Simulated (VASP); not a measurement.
# SiNi (Pmmn) in VASP: single point with r2SCAN

Aim: the single point of SiNi with r2SCAN.

All numbers are computed with VASP 6.6.1; they aren't measurements. Logs are shortened: lines on timing, memory, paths and dates and some standing lists are left out, and cuts for length are marked.

### 1 The cell of the first run

It takes space group Pmmn (No. 59, orthorhombic). The conventional cell has a = 3.039 Å, b = 3.287 Å, c = 4.716 Å, α = 90.00°, β = 90.00°, γ = 90.00°. Ni (site symmetry mm2) has 6 Si at 2.35 to 2.40 Å and 6 Ni at 2.68 to 3.04 Å within 3.1 Å. Si (site symmetry mm2) has 6 Ni at 2.35 to 2.40 Å and 6 Si at 2.69 to 3.04 Å within 3.1 Å.

### 2 Single point, r2SCAN

The input, POSCAR:

```
SiNi
1.0
    3.2865470800      0.0000000000      0.0000000000
    0.0000000000      3.0386831000      0.0000000000
    0.0000000000      0.0000000000      4.7164837000
Ni Si
2 2
Direct
    0.2500000000      0.2500000000      0.3442200000
    0.7500000000      0.7500000000      0.6557800000
    0.2500000000      0.2500000000      0.8423000000
    0.7500000000      0.7500000000      0.1577000000
```

The input, INCAR.step1:

```
SYSTEM = SiNi
  ALGO = Normal
  EDIFF = 1E-4
  ENCUT = 520
  GGA = PE
  ISMEAR = 0
  LASPH = .TRUE.
  LCHARG = .FALSE.
  LREAL = .FALSE.
  LWAVE = .TRUE.
  NBANDS = 22
  NELM = 100
  PREC = Accurate
  SIGMA = 0.2058
```

The input, INCAR.step2:

```
SYSTEM = SiNi
  ALGO = Normal
  EDIFF = 1E-6
  ENCUT = 520
  ISIF = 2
  ISMEAR = 0
  ISTART = 1
  LASPH = .TRUE.
  LCHARG = .FALSE.
  LMIXTAU = .TRUE.
  LREAL = .FALSE.
  LWAVE = .FALSE.
  METAGGA = R2SCAN
  NBANDS = 22
  NELM = 100
  PREC = Accurate
  SIGMA = 0.2058
```

The input, KPOINTS:

```
k-points
0
G
  10 11 7
  0 0 0
```

Potentials or basis: VASP PAW PBE potentials, release 64 (Ni, Si).

Run with:

```console
cat potpaw_PBE.64/Ni/POTCAR potpaw_PBE.64/Si/POTCAR > POTCAR
cp INCAR.step1 INCAR
mpirun -np 1 vasp_std > vasp.out
cp INCAR.step2 INCAR
mpirun -np 1 vasp_std > vasp.out
```

OUTCAR:

```text
SYSTEM = SiNi
   EDIFF = 1E-6
   ENCUT = 520
   ISIF = 2
   ISMEAR = 0
   ISTART = 1
   LASPH = .TRUE.
   LREAL = .FALSE.
   METAGGA = R2SCAN
   NELM = 100
   PREC = Accurate

 ion  position               nearest neighbor table
   1  0.250  0.250  0.344-   3 2.35   3 2.37   4 2.40   4 2.40   4 2.40   4 2.40   2 2.68   2 2.68
                             2 2.68   2 2.68
   2  0.750  0.750  0.656-   4 2.35   4 2.37   3 2.40   3 2.40   3 2.40   3 2.40   1 2.68   1 2.68
                             1 2.68   1 2.68
   3  0.250  0.250  0.842-   1 2.35   1 2.37   2 2.40   2 2.40   2 2.40   2 2.40   4 2.69   4 2.69
                             4 2.69   4 2.69
   4  0.750  0.750  0.158-   2 2.35   2 2.37   1 2.40   1 2.40   1 2.40   1 2.40   3 2.69   3 2.69
                             3 2.69   3 2.69

  LATTYP: Found a simple orthorhombic cell.
 ALAT       =     3.0386831000
 B/A-ratio  =     1.0815695391
 C/A-ratio  =     1.5521472772

  Lattice vectors:

 A1 = (   0.0000000000,  -3.0386831000,   0.0000000000)
 A2 = (   3.2865470800,   0.0000000000,   0.0000000000)
 A3 = (   0.0000000000,   0.0000000000,   4.7164837000)

Analysis of symmetry for initial positions (statically):
=====================================================================
 Subroutine PRICEL returns:
 Original cell was already a primitive cell.

 Routine SETGRP: Setting up the symmetry group for a
 simple orthorhombic supercell.

 Subroutine GETGRP returns: Found  8 space group operations
 (whereof  2 operations were pure point group operations)
 out of a pool of  8 trial point group operations.

The static configuration has the point symmetry S_2 .
 The point group associated with its full space group is D_2h.

Analysis of symmetry for dynamics (positions and initial velocities):
=====================================================================
 Subroutine PRICEL returns:
 Original cell was already a primitive cell.

 Routine SETGRP: Setting up the symmetry group for a
 simple orthorhombic supercell.

 Subroutine GETGRP returns: Found  8 space group operations
 (whereof  2 operations were pure point group operations)
 out of a pool of  8 trial point group operations.

The dynamic configuration has the point symmetry S_2 .
 The point group associated with its full space group is D_2h.

 Subroutine INISYM returns: Found  8 space group operations
 (whereof  2 operations are pure point group operations),
 and found     1 'primitive' translations

----------------------------------------------------------------------------------------

                                     Primitive cell

  volume of cell :      47.1025

  direct lattice vectors                    reciprocal lattice vectors
     3.286547080  0.000000000  0.000000000     0.304270706  0.000000000  0.000000000
     0.000000000  3.038683100  0.000000000     0.000000000  0.329089927  0.000000000
     0.000000000  0.000000000  4.716483700     0.000000000  0.000000000  0.212022359

  length of vectors
     3.286547080  3.038683100  4.716483700     0.304270706  0.329089927  0.212022359

  position of ions in fractional coordinates (direct lattice)
     0.250000000  0.250000000  0.344220000
     0.750000000  0.750000000  0.655780000
     0.250000000  0.250000000  0.842300000
     0.750000000  0.750000000  0.157700000

  ion indices of the primitive-cell ions
   primitive index   ion index
                 1           1
                 2           2
                 3           3
                 4           4

----------------------------------------------------------------------------------------

 KPOINTS: k-points

Automatic generation of k-mesh.
 Grid dimensions read from file:
 generate k-points for:   10   11    7

 Generating k-lattice:

  Cartesian coordinates                     Fractional coordinates (reciprocal lattice)
     0.030427071  0.000000000  0.000000000     0.100000000  0.000000000  0.000000000
     0.000000000  0.029917266  0.000000000     0.000000000  0.090909091  0.000000000
     0.000000000  0.000000000  0.030288908     0.000000000  0.000000000  0.142857143

  Length of vectors
     0.030427071  0.029917266  0.030288908

  Shift w.r.t. Gamma in fractional coordinates (k-lattice)
     0.000000000  0.000000000  0.000000000

 Subroutine IBZKPT returns following result:
 ===========================================

 Found    144 irreducible k-points:

 Following reciprocal coordinates:
            Coordinates               Weight
  0.000000  0.000000  0.000000      1.000000
  0.100000  0.000000  0.000000      2.000000
  0.200000  0.000000  0.000000      2.000000
  0.300000  0.000000  0.000000      2.000000
  0.400000  0.000000  0.000000      2.000000
  0.500000  0.000000  0.000000      1.000000
[... 16 lines left out ...]
  0.400000  0.272727  0.000000      4.000000
  0.500000  0.272727  0.000000      2.000000
 [... further k-points ...]
   k-points           NKPTS =    144   k-points in BZ     NKDIM =    144   number of bands    NBANDS=     22
   number of dos      NEDOS =    301   number of ions     NIONS =      4
   total plane-waves  NPLWV =  20736
   dimension x,y,z NGX =    24 NGY =   24 NGZ =   36
   dimension x,y,z NGXF=    48 NGYF=   48 NGZF=   72
   ions per type =               2   2
   NGX,Y,Z   is equivalent  to a cutoff of  12.14, 13.13, 12.69 a.u.
   NGXF,Y,Z  is equivalent  to a cutoff of  24.28, 26.26, 25.38 a.u.
 SYSTEM =  SiNi
   PREC   = accura    normal or accurate (medium, high low for compatibility)
   ISTART =      1    job   : 0-new  1-cont  2-samecut
   ICHARG =      0    charge: 1-file 2-atom 10-const
   ISPIN  =      1    spin polarized calculation?
   LNONCOLLINEAR =      F non collinear calculations
   LSORBIT =      F    spin-orbit coupling
   LASPH  =      T    aspherical Exc in radial PAW
   ENCUT  =  520.0 eV  38.22 Ry    6.18 a.u.   6.11  5.65  8.77*2*pi/ulx,y,z
   NELM   =    100;   NELMIN=  2; NELMDL=  0     # of ELM steps
   EDIFF  = 0.1E-05   stopping-criterion for ELM
   LREAL  =      F    real-space projection
   EDIFFG = 0.1E-04   stopping-criterion for IOM
   NSW    =      0    number of steps for IOM
   IBRION =     -1    ionic relax: 0-MD 1-quasi-New 2-CG
   NFREE  =      0    steps in history (QN), initial steepest desc. (CG)
   ISIF   =      2    stress and relaxation
   ISYM   =      2    0-nonsym 1-usesym 2-fastsym
   POTIM  = 0.5000    time-step for ionic-motion
   TEBEG  =    0.0;   TEEND  =   0.0 temperature during run
   PSTRESS=    0.0 pullay stress
   NELECT =      28.0000    total number of electrons
   NUPDOWN=      -1.0000    fix difference up-down
   EMIN   =  10.00;   EMAX   =-10.00  energy-range for DOS
   EFERMI =   0.00;   METHOD = LEGACY
   ISMEAR =     0;   SIGMA  =   0.21  broadening in eV -4-tet -1-fermi 0-gaus
   EFERMI_NEDOS =   21; number of points for ismear=-14 and -15
   IALGO  =     38    algorithm
   IMIX   =      4    mixing-type and parameters
     AMIX     =   0.40;   BMIX     =  1.00
     AMIX_MAG =   1.60;   BMIX_MAG =  1.00
  volume/ion in A,a.u.               =      11.78        79.47
  Fermi-wavevector in a.u.,A,eV,Ry     =   1.376511  2.601228 25.780076  1.894782
  Thomas-Fermi vector in A             =   2.501749
   LORBIT       =      0    0 simple, 1 ext, 2 COOP (PROOUT), +10 PAW based schemes
   METAGGA = R2SCAN    functional components
   LHFCALC =     F    Hartree Fock is set to
   AEXX    =    0.0000 exact exchange contribution
   IVDW    =     0    specifies the selected vdW correction
   LEPSILON=     F    determine dielectric tensor
   LRPA    =     F    only Hartree local field effects (RPA)
 non-spin polarized calculation
 Gauss-broadening in eV      SIGMA  =   0.21
  energy-cutoff  :      520.00
  volume of cell :       47.10
 maximum number of plane-waves:      1288
   NGX = 13   NGY = 11   NGZ = 17

 number of electron      28.0000020 magnetization

 Free energy of the ion-electron system (eV)
  ---------------------------------------------------
  ext. energy  EPLUGINS =         0.00000000
  ---------------------------------------------------
  free energy    TOTEN  =       -43.06902939 eV

  energy without entropy =      -43.04300801  energy(sigma->0) =      -43.05601870

 E-fermi :  10.9711     XC(G=0): -13.3365

 val. band max:       10.9692575976   @ k =   0.5000   0.3636   0.4286
 cond. band min:      10.9779156872   @ k =   0.0000   0.0000   0.2857
 fundamental gap:      0.0086580896
 Fermi energy:        10.9710768439

 k-point     1 :       0.0000    0.0000    0.0000
  band No.  band energies     occupation
      1      -3.4357      2.00000
      2       2.5935      2.00000
      3       4.3378      2.00000
      4       6.7680      2.00000
      5       7.3782      2.00000
      6       7.9541      2.00000
[... 14 lines left out ...]
     21      19.4540      0.00000
     22      20.6131      0.00000

 k-point     2 :       0.1000    0.0000    0.0000
  band No.  band energies     occupation
      1      -3.2942      2.00000
      2       2.6654      2.00000
      3       4.4539      2.00000
      4       6.4844      2.00000
      5       7.3231      2.00000
      6       7.9743      2.00000
[... 14 lines left out ...]
     21      21.0249      0.00000
     22      21.3011      0.00000

 k-point     3 :       0.2000    0.0000    0.0000
  band No.  band energies     occupation
      1      -2.8720      2.00000
      2       2.7835      2.00000
      3       4.7916      2.00000
      4       5.5108      2.00000
      5       7.3023      2.00000
      6       7.7407      2.00000
[... 14 lines left out ...]
     21      21.9093      0.00000
     22      22.0954      0.00000
[... 476 lines left out ...]
 k-point    23 :       0.4000    0.2727    0.0000
  band No.  band energies     occupation
      1      -0.0975      2.00000
      2       2.1980      2.00000
      3       5.3239      2.00000
      4       6.0810      2.00000
      5       6.7196      2.00000
      6       6.7205      2.00000
[... 14 lines left out ...]
     21      19.0087      0.00000
     22      20.1216      0.00000

 k-point    24 :       0.5000    0.2727    0.0000
  band No.  band energies     occupation
      1       1.0047      2.00000
      2       1.0047      2.00000
      3       5.7398      2.00000
      4       5.7398      2.00000
      5       6.7749      2.00000
      6       6.7749      2.00000
[... 14 lines left out ...]
     21      18.9056      0.00000
     22      18.9056      0.00000

 [... further k-points ...]

------------------------ aborting loop because EDIFF is reached ----------------------------------------

  FORCE on cell =-STRESS in cart. coord.  units (eV):
  Direction    XX          YY          ZZ          XY          YZ          ZX
  --------------------------------------------------------------------------------------
  -------------------------------------------------------------------------------------
  Total       -1.8456773     -1.8311639     -2.2191105      0.0000000      0.0000000      0.0000000
  in kB      -62.7802076    -62.2865378    -75.4824339      0.0000000      0.0000000      0.0000000
  external PRESSURE =     -66.8497264 kB  Pullay stress =       0.0000000 kB

 VOLUME and BASIS-vectors are now :
 -----------------------------------------------------------------------------
  energy-cutoff  :      520.00
  volume of cell :       47.10
      direct lattice vectors                 reciprocal lattice vectors
     3.286547080  0.000000000  0.000000000     0.304270706  0.000000000  0.000000000
     0.000000000  3.038683100  0.000000000     0.000000000  0.329089927  0.000000000
     0.000000000  0.000000000  4.716483700     0.000000000  0.000000000  0.212022359

 POSITION                                       TOTAL-FORCE (eV/Angst)
 -----------------------------------------------------------------------------------
      0.82164      0.75967      1.62351         0.000000      0.000000     -0.178376
      2.46491      2.27901      3.09298         0.000000     -0.000000      0.178376
      0.82164      0.75967      3.97269        -0.000000     -0.000000      0.036317
      2.46491      2.27901      0.74379         0.000000     -0.000000     -0.036317
 -----------------------------------------------------------------------------------
    total drift:                                0.000000      0.000000      0.000000

  FREE ENERGIE OF THE ION-ELECTRON SYSTEM (eV)
  ---------------------------------------------------
  free  energy   TOTEN  =       -43.0690293898 eV

  energy  without entropy=      -43.0430080104  energy(sigma->0) =      -43.05601870
```

Run time: 8.2 min. Hardware: 1 thread of Intel Xeon 8259CL, shared host; peak memory 0.26 GiB.

Results:

| Quantity | Value |
| --- | --- |
| Free energy | -43.0690 eV |
| Pressure | -6.7 GPa |
| Largest force | 0.178 eV/Å |
| Band gap on the k mesh | zero (bands 14 and 15 overlap by 2.17 eV) |

Forces on the atoms (eV/Å):
```
Ni   0.000  0.000 -0.178
Ni   0.000  0.000  0.178
Si   0.000  0.000  0.036
Si   0.000  0.000 -0.036
```

Stress tensor (GPa, compression positive):
```
-6.28  0.00  0.00
 0.00 -6.23  0.00
 0.00  0.00 -7.55
```

Caveat: the cell stands under tension; the PAW data sets were made with another functional, which shifts forces and pressure a little. Spin polarisation is off, so any magnetic state and its effect on volume and gap are missing.
